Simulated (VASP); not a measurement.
# AgCl (Imm2) in VASP: further runs

AgCl is run at these levels: PBE, r2SCAN; tasks: single point.

Everything below comes from runs of VASP 6.6.1. Logs are shortened: lines on timing, memory, paths and dates and some standing lists are left out, and cuts for length are marked.

## 1. The cell of the first run

Symmetry: Imm2, No. 44, orthorhombic system. Conventional cell: a = 4.145 Å, b = 4.322 Å, c = 5.986 Å, α = 90.00°, β = 90.00°, γ = 90.00°. Within 3.4 Å of Ag (site symmetry mm2) lie 4 Cl at 2.58 to 2.61 Å. Cl (site symmetry mm2) has 4 Ag at 2.58 to 2.61 Å within 3.4 Å.

## 2. Single point, PBE (shear xy strain -4.2%)

The input, INCAR:

```
SYSTEM = AgCl
PREC = Accurate
ENCUT = 520
EDIFF = 1E-6
ISMEAR = -1
SIGMA = 0.02
LREAL = .FALSE.
LASPH = .TRUE.
NELM = 80
ALGO = Normal
ISIF = 2
LWAVE = .FALSE.
LCHARG = .FALSE.
GGA = PE
NBANDS = 16
```

The input, KPOINTS:

```
regular mesh
0
G
  8 8 8
  0 0 0
```

The input, POSCAR:

```
AgCl
1.0
   -0.0625588467      2.9932462515      2.9932462515
    2.9932462515     -0.0625588467      2.9932462515
    2.9306874048      2.9306874048      0.0000000000
Ag Cl
1 1
Direct
   -0.0071642806     -0.0071642806      0.0071642806
    0.2571642806      0.2571642806      0.2428357194
```

Potentials or basis: VASP PAW PBE potentials, release 64 (Ag, Cl).

Launch:

```sh
$ cat potpaw_PBE.64/Ag/POTCAR potpaw_PBE.64/Cl/POTCAR > POTCAR
$ mpirun -np 1 vasp_std > vasp.out
```

OUTCAR:

```text
SYSTEM = AgCl
   PREC = Accurate
   ENCUT = 520
   EDIFF = 1E-6
   ISMEAR = -1
   LREAL = .FALSE.
   LASPH = .TRUE.
   NELM = 80
   ISIF = 2
   GGA = PE

 ion  position               nearest neighbor table
   1  0.993  0.993  0.007-   2 2.58   2 2.58   2 2.61   2 2.61
   2  0.257  0.257  0.243-   1 2.58   1 2.58   1 2.61   1 2.61

  LATTYP: Found a body centered orthorhombic cell.
 ALAT       =     4.1446178749
 B/A-ratio  =     1.0426922684
 C/A-ratio  =     1.4444015549

  Lattice vectors:

 A1 = (   0.0625588467,  -2.9932462515,  -2.9932462515)
 A2 = (  -0.0625588467,   2.9932462515,  -2.9932462515)
 A3 = (   2.9932462515,  -0.0625588467,   2.9932462515)

Analysis of symmetry for initial positions (statically):
=====================================================================
 Subroutine PRICEL returns:
 Original cell was already a primitive cell.

 Routine SETGRP: Setting up the symmetry group for a
 body centered orthorhombic supercell.

 Subroutine GETGRP returns: Found  4 space group operations
 (whereof  4 operations were pure point group operations)
 out of a pool of  8 trial point group operations.

The static configuration has the point symmetry C_2v.

Analysis of symmetry for dynamics (positions and initial velocities):
=====================================================================
 Subroutine PRICEL returns:
 Original cell was already a primitive cell.

 Routine SETGRP: Setting up the symmetry group for a
 body centered orthorhombic supercell.

 Subroutine GETGRP returns: Found  4 space group operations
 (whereof  4 operations were pure point group operations)
 out of a pool of  8 trial point group operations.

The dynamic configuration has the point symmetry C_2v.

 Subroutine INISYM returns: Found  4 space group operations
 (whereof  4 operations are pure point group operations),
 and found     1 'primitive' translations

----------------------------------------------------------------------------------------

                                     Primitive cell

  volume of cell :      53.6127

  direct lattice vectors                    reciprocal lattice vectors
    -0.062558847  2.993246252  2.993246252    -0.163623001  0.163623001  0.167042722
     2.993246252 -0.062558847  2.993246252     0.163623001 -0.163623001  0.167042722
     2.930687405  2.930687405  0.000000000     0.170608438  0.170608438 -0.167042722

  length of vectors
     4.233551683  4.233551683  4.144617875     0.285391387  0.285391387  0.293458258

[... 79 lines left out ...]
   NELM   =     80;   NELMIN=  2; NELMDL= -5     # of ELM steps
   EDIFF  = 0.1E-05   stopping-criterion for ELM
   LREAL  =      F    real-space projection
   EDIFFG = 0.1E-04   stopping-criterion for IOM
   NSW    =      0    number of steps for IOM
   IBRION =     -1    ionic relax: 0-MD 1-quasi-New 2-CG
   NFREE  =      0    steps in history (QN), initial steepest desc. (CG)
   ISIF   =      2    stress and relaxation
   ISYM   =      2    0-nonsym 1-usesym 2-fastsym
   POTIM  = 0.5000    time-step for ionic-motion
   TEBEG  =    0.0;   TEEND  =   0.0 temperature during run
   PSTRESS=    0.0 pullay stress
   NELECT =      18.0000    total number of electrons
   NUPDOWN=      -1.0000    fix difference up-down
   EMIN   =  10.00;   EMAX   =-10.00  energy-range for DOS
   EFERMI =   0.00;   METHOD = LEGACY
   ISMEAR =    -1;   SIGMA  =   0.02  broadening in eV -4-tet -1-fermi 0-gaus
   EFERMI_NEDOS =   21; number of points for ismear=-14 and -15
   IALGO  =     38    algorithm
   IMIX   =      4    mixing-type and parameters
     AMIX     =   0.40;   BMIX     =  1.00
     AMIX_MAG =   1.60;   BMIX_MAG =  1.00
  volume/ion in A,a.u.               =      26.81       180.90
  Fermi-wavevector in a.u.,A,eV,Ry     =   1.137828  2.150182 17.614805  1.294652
  Thomas-Fermi vector in A             =   2.274532
   LORBIT       =      0    0 simple, 1 ext, 2 COOP (PROOUT), +10 PAW based schemes
   GGA     = PE    functional components
   LHFCALC =     F    Hartree Fock is set to
   AEXX    =    0.0000 exact exchange contribution
   IVDW    =     0    specifies the selected vdW correction
   LEPSILON=     F    determine dielectric tensor
   LRPA    =     F    only Hartree local field effects (RPA)
 non-spin polarized calculation
  energy-cutoff  :      520.00
  volume of cell :       53.61
 maximum number of plane-waves:      1456
   NGX = 15   NGY = 15   NGZ = 15

 number of electron      18.0000000 magnetization

 Free energy of the ion-electron system (eV)
  ---------------------------------------------------
  ext. energy  EPLUGINS =         0.00000000
  ---------------------------------------------------
  free energy    TOTEN  =        -5.44550670 eV

  energy without entropy =       -5.44550670  energy(sigma->0) =       -5.44550670

 E-fermi :   2.2428     XC(G=0):  -8.5480

 val. band max:        1.7912995528   @ k =   0.0000   0.0000   0.0000
 cond. band min:       3.0064750061   @ k =   0.0000   0.0000   0.0000
 fundamental gap:      1.2151754532
 Fermi energy:         2.2428139832

 k-point     1 :       0.0000    0.0000    0.0000
  band No.  band energies     occupation
      1     -13.0967      2.00000
      2      -2.4187      2.00000
      3      -2.3286      2.00000
      4      -2.2235      2.00000
      5      -0.3693      2.00000
      6      -0.3669      2.00000
[... 433 lines left out ...]
      3      -2.1896      2.00000
      4      -2.1528      2.00000
      5      -0.4244      2.00000
      6      -0.3306      2.00000
[... 8 lines left out ...]
     15      14.2881      0.00000
     16      15.6691      0.00000

 [... further k-points ...]

------------------------ aborting loop because EDIFF is reached ----------------------------------------

  FORCE on cell =-STRESS in cart. coord.  units (eV):
  Direction    XX          YY          ZZ          XY          YZ          ZX
  --------------------------------------------------------------------------------------
  -------------------------------------------------------------------------------------
  Total        0.3422335      0.3422335      0.3463571      0.0506213      0.0000000      0.0000000
  in kB       10.2274060     10.2274060     10.3506380      1.5127818      0.0000000      0.0000000
  external PRESSURE =      10.2684833 kB  Pullay stress =       0.0000000 kB

 VOLUME and BASIS-vectors are now :
 -----------------------------------------------------------------------------
  energy-cutoff  :      520.00
  volume of cell :       53.61
      direct lattice vectors                 reciprocal lattice vectors
    -0.062558847  2.993246252  2.993246252    -0.163623001  0.163623001  0.167042722
     2.993246252 -0.062558847  2.993246252     0.163623001 -0.163623001  0.167042722
     2.930687405  2.930687405  0.000000000     0.170608438  0.170608438 -0.167042722

 POSITION                                       TOTAL-FORCE (eV/Angst)
 -----------------------------------------------------------------------------------
      2.93069      2.93069      5.94360         0.000000      0.000000      0.000760
      1.46534      1.46534      1.53951         0.000000      0.000000     -0.000760
 -----------------------------------------------------------------------------------
    total drift:                               -0.000000     -0.000000      0.000115

  FREE ENERGIE OF THE ION-ELECTRON SYSTEM (eV)
  ---------------------------------------------------
  free  energy   TOTEN  =        -5.4455067049 eV

  energy  without entropy=       -5.4455067049  energy(sigma->0) =       -5.44550670
```

It took 2.1 min on 1 thread of AMD EPYC 7R13, shared host; peak memory 0.2 GiB.

Results:

```
Free energy            : -5.4455 eV
Pressure               : 1.0 GPa
Band gap on the k mesh : 1.22 eV, direct
```

Caveat: the cell differs from its parent crystal (shear xy strain -4.2%).

## 3. Single point, r2SCAN (shear xy strain -4.2%)

POSCAR is that of step 2.

The input, INCAR.step1:

```
SYSTEM = AgCl
ALGO = Normal
EDIFF = 1E-4
ENCUT = 520
GGA = PE
ISMEAR = 0
LASPH = .True.
LCHARG = .False.
LREAL = .False.
LWAVE = .True.
NBANDS = 16
NELM = 60
PREC = Accurate
SIGMA = 0.01
```

The input, INCAR.step2:

```
SYSTEM = AgCl
ALGO = Normal
EDIFF = 1E-6
ENCUT = 520
ISIF = 2
ISMEAR = 0
ISTART = 1
LASPH = .True.
LCHARG = .False.
LMIXTAU = .True.
LREAL = .False.
LWAVE = .False.
METAGGA = R2SCAN
NBANDS = 16
NELM = 60
PREC = Accurate
SIGMA = 0.01
```

The input, KPOINTS:

```
k-points
0
Gamma
  8 8 8
  0 0 0
```

Potentials or basis: VASP PAW PBE potentials, release 64 (Ag, Cl).

Launch:

```sh
$ cat potpaw_PBE.64/Ag/POTCAR potpaw_PBE.64/Cl/POTCAR > POTCAR
$ cp INCAR.step1 INCAR
$ mpirun -np 1 vasp_std > vasp.out
$ cp INCAR.step2 INCAR
$ mpirun -np 1 vasp_std > vasp.out
```

Wall time 9.3 min (1 thread of AMD EPYC 7R13, shared host); peak memory 0.21 GiB.

It converged, with:

| Quantity | Value |
| --- | --- |
| Free energy | -28.5434 eV |
| Pressure | -0.1 GPa |
| Band gap on the k mesh | 1.56 eV, direct |

Forces on the atoms (eV/Å):
```
Ag   0.000  0.000 -0.002
Cl   0.000  0.000  0.002
```

Stress tensor (GPa, compression positive):
```
-0.11  0.09  0.00
 0.09 -0.11  0.00
 0.00  0.00 -0.11
```

Levels at points of the mesh, in eV from the valence-band top:
| k point | band 6 | band 7 | band 8 | band 9 | band 10 | band 11 | band 12 | band 13 |
| --- | --- | --- | --- | --- | --- | --- | --- | --- |
| (0.00, 0.00, 0.00) | -2.16 | -0.09 | -0.04 | 0.00 | 1.56 | 8.39 | 8.66 | 8.94 |
| (0.50, 0.00, 0.00) | -2.08 | -2.03 | -0.71 | -0.61 | 4.24 | 6.85 | 9.03 | 9.10 |
| (0.50, 0.50, 0.00) | -2.01 | -1.73 | -1.40 | -1.40 | 4.94 | 6.03 | 8.92 | 11.16 |
| (0.00, 0.00, 0.50) | -2.07 | -1.98 | -0.63 | -0.52 | 4.11 | 7.04 | 8.75 | 8.84 |
| (0.50, 0.00, 0.50) | -2.01 | -1.73 | -1.39 | -1.39 | 5.04 | 5.92 | 8.89 | 11.28 |

Caveat: the cell differs from its parent crystal (shear xy strain -4.2%); the PAW data sets were made with another functional, which shifts forces and pressure a little. A k mesh can miss the band edges.
